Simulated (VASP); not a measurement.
# Au (I4/mmm) in VASP: notebook, part 2 of 2

VASP 6.6.1. Earlier steps stand in the parts before.

### Step 5. Single point, PBE (strain +0.000 along x and y, +0.030 along z)

Contents of INCAR:

```
ALGO     = Fast           # electronic algorithm
EDIFF    = 1E-7           # SCF threshold, eV
ENCUT    = 520            # plane-wave cutoff, eV
GGA      = PE             # functional
ISIF     = 2              # what is computed and relaxed
ISMEAR   = 0              # smearing method
LASPH    = T              # aspherical terms in the spheres
LCHARG   = F              # write CHGCAR
LREAL    = F              # projectors in reciprocal space
LWAVE    = F              # write WAVECAR
NBANDS   = 12             # bands
NELM     = 100            # most SCF steps
PREC     = Accurate       # precision mode
SIGMA    = 0.15           # smearing width, eV
```

Contents of KPOINTS:

```
k-points
0
Gamma
  24 24 24
```

Contents of POSCAR:

```
Au
1.0
    0.0000000000      2.0790388404      2.1414100056
    2.0790388404      0.0000000000      2.1414100056
    2.0790388404      2.0790388404      0.0000000000
Au
1
Direct
    0.0000000000      0.0000000000      0.0000000000
```

Potentials or basis: VASP PAW PBE potentials, release 64 (Au).

Run with:

```
> cat potpaw_PBE.64/Au/POTCAR > POTCAR
> mpirun -np 1 vasp_std > vasp.out
```

OUTCAR:

```text
EDIFF = 1E-7
   ENCUT = 520
   GGA = PE
   ISIF = 2
   ISMEAR = 0
   LASPH = T
   LREAL = F
   NELM = 100
   PREC = Accurate

 ion  position               nearest neighbor table
   1  0.000  0.000  0.000-

  LATTYP: Found a body centered tetragonal cell.
 ALAT       =     2.9402049248
 C/A-ratio  =     1.4566399692

  Lattice vectors:

 A1 = (  -2.0790388404,   0.0000000000,   2.1414100056)
 A2 = (   2.0790388404,   0.0000000000,   2.1414100056)
 A3 = (   0.0000000000,   2.0790388404,  -2.1414100056)

Analysis of symmetry for initial positions (statically):
=====================================================================
 Subroutine PRICEL returns:
 Original cell was already a primitive cell.

 Routine SETGRP: Setting up the symmetry group for a
 body centered tetragonal supercell.

 Subroutine GETGRP returns: Found 16 space group operations
 (whereof 16 operations were pure point group operations)
 out of a pool of 16 trial point group operations.

The static configuration has the point symmetry D_4h.

Analysis of symmetry for dynamics (positions and initial velocities):
=====================================================================
 Subroutine PRICEL returns:
 Original cell was already a primitive cell.

 Routine SETGRP: Setting up the symmetry group for a
 body centered tetragonal supercell.

 Subroutine GETGRP returns: Found 16 space group operations
 (whereof 16 operations were pure point group operations)
 out of a pool of 16 trial point group operations.

The dynamic configuration has the point symmetry D_4h.

 Subroutine INISYM returns: Found 16 space group operations
 (whereof 16 operations are pure point group operations),
 and found     1 'primitive' translations

----------------------------------------------------------------------------------------

                                     Primitive cell

  volume of cell :      18.5121

[... 114 lines left out ...]
   IVDW    =     0    specifies the selected vdW correction
   LEPSILON=     F    determine dielectric tensor
   LRPA    =     F    only Hartree local field effects (RPA)
 non-spin polarized calculation
 RMM-DIIS sequential band-by-band and
 Gauss-broadening in eV      SIGMA  =   0.15
  energy-cutoff  :      520.00
  volume of cell :       18.51
 maximum number of plane-waves:       532
 NGX is ok and might be reduce to    24
   NGX = 11   NGY = 11   NGZ = 11

 number of electron      11.0000000 magnetization

 Free energy of the ion-electron system (eV)
  ---------------------------------------------------
  ext. energy  EPLUGINS =         0.00000000
  ---------------------------------------------------
  free energy    TOTEN  =        -3.21504946 eV

  energy without entropy =       -3.21217270  energy(sigma->0) =       -3.21361108

 E-fermi :   8.1607     XC(G=0): -12.2255

 val. band max:        8.1586486028   @ k =   0.4583   0.4167   0.0000
 cond. band min:       8.1620772402   @ k =   0.5000   0.0833   0.2500
 fundamental gap:      0.0034286375
 Fermi energy:         8.1607444316

 k-point     1 :       0.0000    0.0000    0.0000
  band No.  band energies     occupation
      1      -0.8570      2.00000
      2       3.7278      2.00000
      3       3.9637      2.00000
      4       3.9637      2.00000
      5       5.0597      2.00000
      6       5.3129      2.00000
      7      22.7700      0.00000
      8      26.0226      0.00000
      9      26.4097      0.00000
     10      26.4097      0.00000
     11      30.9447      0.00000
     12      34.5642      0.00000
[... 331 lines left out ...]
 k-point    24 :       0.4583    0.0417    0.0000
  band No.  band energies     occupation
      1       1.6004      2.00000
      2       3.7389      2.00000
      3       4.0205      2.00000
      4       5.8798      2.00000
      5       6.1555      2.00000
      6       7.1373      2.00000
      7      11.7598      0.00000
      8      22.2449      0.00000
      9      24.5042      0.00000
     10      24.8481      0.00000
     11      31.4759      0.00000
     12      32.0119      0.00000

 [... further k-points ...]

------------------------ aborting loop because EDIFF is reached ----------------------------------------

  FORCE on cell =-STRESS in cart. coord.  units (eV):
  Direction    XX          YY          ZZ          XY          YZ          ZX
  --------------------------------------------------------------------------------------
  -------------------------------------------------------------------------------------
  Total       -0.4234690     -0.4234690     -0.5198543      0.0000000      0.0000000     -0.0000000
  in kB      -36.6502660    -36.6502660    -44.9921967      0.0000000      0.0000000     -0.0000000
  external PRESSURE =     -39.4309095 kB  Pullay stress =       0.0000000 kB

 VOLUME and BASIS-vectors are now :
 -----------------------------------------------------------------------------
  energy-cutoff  :      520.00
  volume of cell :       18.51
      direct lattice vectors                 reciprocal lattice vectors
     0.000000000  2.079038840  2.141410006    -0.240495747  0.240495747  0.233491017
     2.079038840  0.000000000  2.141410006     0.240495747 -0.240495747  0.233491017
     2.079038840  2.079038840  0.000000000     0.240495747  0.240495747 -0.233491017

 POSITION                                       TOTAL-FORCE (eV/Angst)
 -----------------------------------------------------------------------------------
      0.00000      0.00000      0.00000        -0.000000      0.000000      0.000000
 -----------------------------------------------------------------------------------
    total drift:                               -0.000000     -0.000000      0.000000

  FREE ENERGIE OF THE ION-ELECTRON SYSTEM (eV)
  ---------------------------------------------------
  free  energy   TOTEN  =        -3.2150494586 eV

  energy  without entropy=       -3.2121727005  energy(sigma->0) =       -3.21361108
```

Run time: 2.1 min. Hardware: 1 thread of Intel Xeon 8259CL, shared host; peak memory 0.34 GiB.

What came out:

```
Free energy            : -3.2150 eV
Pressure               : -3.9 GPa
Band gap on the k mesh : zero (an odd number of electrons rules out a gap without spin polarisation)
```

Caveat: the cell differs from its parent crystal (strain +0.000 along x and y, +0.030 along z); the cell stands under tension; spin-orbit coupling is left out, which moves the levels of the heavy elements.

### Step 6. Overview

```csv
cell,further INCAR settings,gap on the mesh (eV),pressure (GPa)
"a = 2.963, b = 2.963, c = 2.896 Å, angles 60.7, 60.7, 58.5°, 1 atom",ALGO = Fast; EDIFF = 1e-06; NBANDS = 12,none,0.0
"a = 2.962, b = 2.962, c = 2.940 Å, angles 60.2, 60.2, 59.5°, 1 atom",ALGO = Fast; EDIFF = 1e-06; NBANDS = 12,none,-2.1
"a = 2.941, b = 2.941, c = 2.984 Å, angles 59.5, 59.5, 61.0°, 1 atom",ALGO = Fast; EDIFF = 1e-06; NBANDS = 12,none,-2.1
"a = 2.985, b = 2.985, c = 2.940 Å, angles 60.5, 60.5, 59.0°, 1 atom",ALGO = Fast; EDIFF = 1e-07; NBANDS = 12,none,-3.9
```

Alike in all rows: task single point; level PBE; potentials or basis VASP PAW PBE potentials, release 64 (Au); no spin polarisation; k mesh 24 × 24 × 24; cutoff (eV) 520; smearing gaussian 0.15 eV.

Caveats: spin-orbit coupling is left out, which moves the levels of the heavy elements; the cell stands under tension (at least some runs).

Total energies depend on the potentials used, so only differences within one code and one set of settings carry meaning.
